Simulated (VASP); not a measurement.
Set up this calculation in VASP 6.6.1, as the native input.

| Quantity | Value |
| --- | --- |
| Task | single point |
| Functional | PBEsol |
| Potentials or basis | VASP PAW PBE potentials, release 64 (Ta_pv, H) |
| Cutoff | 520 eV |
| k mesh | 6 × 6 × 6 |
| Occupations | gaussian, width 0.1 eV |
| Spin | no spin polarisation |
| Dipole correction | no |
| Further INCAR settings | ALGO = Normal; EDIFF = 1e-07; NBANDS = 15 |

The structure of TaH3 lies in POSCAR:

```
TaH3
1.0
    3.1408856674      0.0000000000      0.0000000000
    0.0000000000      3.1408856674      0.0000000000
    0.0000000000      0.0000000000      3.1408856674
Ta H
1 3
Direct
    0.0000000000      0.0000000000      0.0000000000
    0.0000000000      0.5000000000      0.5000000000
    0.5000000000      0.0000000000      0.5000000000
    0.5000000000      0.5000000000      0.0000000000
```

This cell differs from its parent crystal: Hf replaced by Ta, lengths x 0.989, strained.

These files were run (other wordings do the same):

INCAR

```
PREC     = Accurate       # precision mode
ENCUT    = 520            # plane-wave cutoff, eV
EDIFF    = 1E-7           # SCF threshold, eV
ISMEAR   = 0              # smearing method
SIGMA    = 0.1            # smearing width, eV
LREAL    = F              # projectors in reciprocal space
LASPH    = T              # aspherical terms in the spheres
NELM     = 80             # most SCF steps
ALGO     = Normal         # electronic algorithm
ISIF     = 2              # what is computed and relaxed
LWAVE    = F              # write WAVECAR
LCHARG   = F              # write CHGCAR
GGA      = PS             # functional
NBANDS   = 15             # bands
```

KPOINTS

```
Automatic mesh
0
Gamma
  6 6 6
```

Potentials or basis: VASP PAW PBE potentials, release 64 (Ta_pv, H).

The run is started by

```console
$ cat potpaw_PBE.64/Ta_pv/POTCAR potpaw_PBE.64/H/POTCAR > POTCAR
$ mpirun -np 1 vasp_std > vasp.out
```

It gave:

| Property | Result |
| --- | --- |
| Pressure | -24.0 GPa |
| Band gap on the k mesh | zero (band 7 reaches 7.84 eV, above the bottom of band 8 at 4.27 eV) |

Caveat: the cell differs from its parent crystal (Hf replaced by Ta, lengths x 0.989, strained); the PAW data sets were made with another functional, which shifts forces and pressure a little; spin-orbit coupling is left out, which moves the levels of the heavy elements.

Run time: 9.1 s on 1 thread of AMD EPYC 7R13 Processor (Zen 3), with other jobs on the host, peak memory 0.11 GiB.
